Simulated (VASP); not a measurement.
Wanted: the native input for a VASP 6.6.1 run.

* Task: single point
* Functional: r2SCAN
* Potentials or basis: VASP PAW PBE potentials, release 64 (Mn_pv, S)
* Cutoff: 520 eV
* k mesh: 12 × 12 × 12
* Occupations: gaussian, width 0.02 eV
* Spin: collinear spin, ferromagnetic start
* Starting moments: [4.76, 0.12] μB
* Dipole correction: no
* Further INCAR settings: ALGO = Normal; EDIFF = 1e-06; NBANDS = 20

MnS:

```xyz
2
Lattice="0.0000 2.8513 2.8513 2.8513 0.0000 2.8513 2.8513 2.8513 0.0000" Properties=species:S:1:pos:R:3 pbc="T T T"
Mn    0.0000    0.0000    0.0000
S     1.4257    1.4257    1.4257
```

The input as run:

POSCAR

```
MnS
1.0
    0.0000000000      2.8513131594      2.8513131594
    2.8513131594      0.0000000000      2.8513131594
    2.8513131594      2.8513131594      0.0000000000
Mn S
1 1
Direct
    0.0000000000      0.0000000000      0.0000000000
    0.2500000000      0.2500000000      0.2500000000
```

INCAR.step1

```
ALGO     = Normal         # electronic algorithm
EDIFF    = 1E-4           # SCF threshold, eV
ENCUT    = 520            # plane-wave cutoff, eV
GGA      = PE             # functional
ISMEAR   = 0              # smearing method
ISPIN    = 2              # spin polarisation
LASPH    = True           # aspherical terms in the spheres
LCHARG   = False          # write CHGCAR
LMAXMIX  = 4              # l up to which the mixer works
LREAL    = False          # projectors in reciprocal space
LWAVE    = True           # write WAVECAR
MAGMOM   = 4.76 0.12      # initial moments
NBANDS   = 20             # bands
NELM     = 150            # most SCF steps
PREC     = Accurate       # precision mode
SIGMA    = 0.02           # smearing width, eV
```

INCAR.step2

```
ALGO     = Normal         # electronic algorithm
EDIFF    = 1E-6           # SCF threshold, eV
ENCUT    = 520            # plane-wave cutoff, eV
ISIF     = 2              # what is computed and relaxed
ISMEAR   = 0              # smearing method
ISPIN    = 2              # spin polarisation
ISTART   = 1            
LASPH    = True           # aspherical terms in the spheres
LCHARG   = False          # write CHGCAR
LMAXMIX  = 4              # l up to which the mixer works
LMIXTAU  = True         
LORBIT   = 11             # projections on sites
LREAL    = False          # projectors in reciprocal space
LWAVE    = False          # write WAVECAR
MAGMOM   = 4.76 0.12      # initial moments
METAGGA  = R2SCAN         # meta-GGA
NBANDS   = 20             # bands
NELM     = 150            # most SCF steps
PREC     = Accurate       # precision mode
SIGMA    = 0.02           # smearing width, eV
```

KPOINTS

```
k-points
0
Gamma
  12 12 12
```

Potentials or basis: VASP PAW PBE potentials, release 64 (Mn_pv, S).

The run is started by

```bash
$ cat potpaw_PBE.64/Mn_pv/POTCAR potpaw_PBE.64/S/POTCAR > POTCAR
$ cp INCAR.step1 INCAR
$ mpirun -np 1 vasp_std > vasp.out
$ cp INCAR.step2 INCAR
$ mpirun -np 1 vasp_std > vasp.out
```

Results of the run:

- Pressure: -1.8 GPa
- Band gap on the k mesh: 0.91 eV (least direct gap 1.21 eV)
- Net moment: 5.00 μB per cell
- Site moments: Mn +4.49; S +0.07 μB
- Valence electrons inside the program's atomic spheres: Mn 11.31; S 3.78

Caveat: the PAW data sets were made with another functional, which shifts forces and pressure a little; a cell with one magnetic atom can't hold antiferromagnetic order, which such compounds often take.

It took 4 min on 1 thread of Intel(R) Xeon(R) 6975P-C (Granite Rapids), with other jobs on the host, peak memory 0.26 GiB.
